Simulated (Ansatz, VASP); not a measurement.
# Lu in VASP and in Ansatz

Contents of INCAR:

```
SYSTEM = Lu
ALGO = Normal
EDIFF = 1E-6
ENCUT = 520
GGA = PS
ISIF = 2
ISMEAR = -1
LASPH = .True.
LCHARG = .False.
LREAL = .False.
LWAVE = .False.
NBANDS = 32
NELM = 100
PREC = Accurate
SIGMA = 0.1
```

The input KPOINTS:

```
k-points
0
Gamma
  9 9 9
  0 0 0
```

The input POSCAR:

```
Lu
1.0
    0.0000000000      3.7260005996      3.7260005996
    3.7260005996      0.0000000000      3.7260005996
    3.7260005996      3.7260005996      0.0000000000
Lu
2
Direct
    0.1250000000      0.1250000000      0.1250000000
    0.8750000000      0.8750000000      0.8750000000
```

Input for Ansatz:

```yaml
crystal:
  lattice:
    - [0.0, 3.7260005996, 3.7260005996]
    - [3.7260005996, 0.0, 3.7260005996]
    - [3.7260005996, 3.7260005996, 0.0]
  atoms:
    - { symbol: Lu, position: [0.125, 0.125, 0.125] }
    - { symbol: Lu, position: [0.875, 0.875, 0.875] }
hamiltonian:
  xc: pbesol
  pseudopotentials:
    kind: paw
    azcp:
      Lu: "pseudopotentials/Lu.paw.azcp"
basis:
  ecutwfc: 420
  fft_grid_basis: typed
kpoints:
  mp_grid: { grid: [9, 9, 9], shift: [0, 0, 0] }
magnetization:
  spin_polarized: false
scf:
  occupations: { method: fermi_dirac, width: 0.1 }
  lower_state_search: "off"
output:
  stress: true
  write_density: true
  write_potential: true
  elf: true
  volumetric_format: npy
```

Alike in both runs: task single point; functional PBEsol; k mesh 9 × 9 × 9; occupations fermi-dirac, width 0.1 eV; no spin polarisation.

|  | VASP | Ansatz |
| --- | --- | --- |
| version | VASP 6.6.1 | Ansatz 0.2.0 |
| potentials or method | VASP PAW PBE potentials, release 64 (Lu), cutoff 520 eV | plane waves (420 eV) with PAW, scalar-relativistic |
| valence electrons in the cell | 50 | 50 |

```tsv
	VASP	Ansatz	Ansatz less VASP
pressure (GPa)	-1.2	-1.2	0.00
```

VASP's potentials were made for PBE, not for PBEsol, and Ansatz warns of the same on its side.

Neither program's run includes spin-orbit coupling.
